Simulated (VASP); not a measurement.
Write the native input for VASP 6.6.1 that does the following.

| Quantity | Value |
| --- | --- |
| Task | single point |
| Functional | r2SCAN |
| Potentials or basis | VASP PAW PBE potentials, release 64 (Al, N) |
| Cutoff | 520 eV |
| k mesh | 10 × 10 × 10 |
| Occupations | gaussian, width 0.05 eV |
| Spin | no spin polarisation |
| Dipole correction | no |
| Further INCAR settings | ALGO = Normal; EDIFF = 1e-06; NBANDS = 11 |

The system is AlN.

```
CELL_PARAMETERS angstrom
0.00000 2.21019 1.72395
2.21019 0.00000 1.72395
2.21019 2.21019 0.00000
ATOMIC_POSITIONS crystal
Al 0.50000 0.50000 0.50000
N 0.00000 0.00000 0.00000
```

This cell differs from its parent crystal: ratio of the length along z to the lengths across it x 0.78, volume and fractional coordinates fixed.

These files were run (other wordings do the same):

POSCAR

```
AlN
1.0
    0.0000000000      2.2101919985      1.7239497588
    2.2101919985      0.0000000000      1.7239497588
    2.2101919985      2.2101919985      0.0000000000
Al N
1 1
Direct
    0.5000000000      0.5000000000      0.5000000000
    0.0000000000      0.0000000000      0.0000000000
```

INCAR.step1

```
SYSTEM = AlN
PREC = Accurate ; ENCUT = 520
ISMEAR = 0 ; SIGMA = 0.05
LREAL = .FALSE. ; LASPH = .TRUE.
NELM = 80 ; NBANDS = 11
GGA = PE ; ALGO = Normal
EDIFF = 1E-4 ; LWAVE = .TRUE.
LCHARG = .FALSE.
```

INCAR.step2

```
SYSTEM = AlN
PREC = Accurate ; ENCUT = 520
EDIFF = 1E-6 ; ISMEAR = 0
SIGMA = 0.05 ; LREAL = .FALSE.
LASPH = .TRUE. ; NELM = 80
ALGO = Normal ; ISIF = 2
LWAVE = .FALSE. ; LCHARG = .FALSE.
METAGGA = R2SCAN ; LMIXTAU = .TRUE.
NBANDS = 11 ; ISTART = 1
```

KPOINTS

```
regular mesh
0
G
  10 10 10
  0 0 0
```

Potentials or basis: VASP PAW PBE potentials, release 64 (Al, N).

Launch:

```console
$ cat potpaw_PBE.64/Al/POTCAR potpaw_PBE.64/N/POTCAR > POTCAR
$ cp INCAR.step1 INCAR
$ mpirun -np 1 vasp_std > vasp.out
$ cp INCAR.step2 INCAR
$ mpirun -np 1 vasp_std > vasp.out
```

It gave:

* Pressure: 28.5 GPa
* Band gap on the k mesh: 4.12 eV (least direct gap 4.88 eV)

Caveat: the cell stands under pressure; the PAW data sets were made with another functional, which shifts forces and pressure a little.

It took 74 s on 1 thread of Intel Xeon 8259CL, with other jobs on the host, peak memory 0.15 GiB.
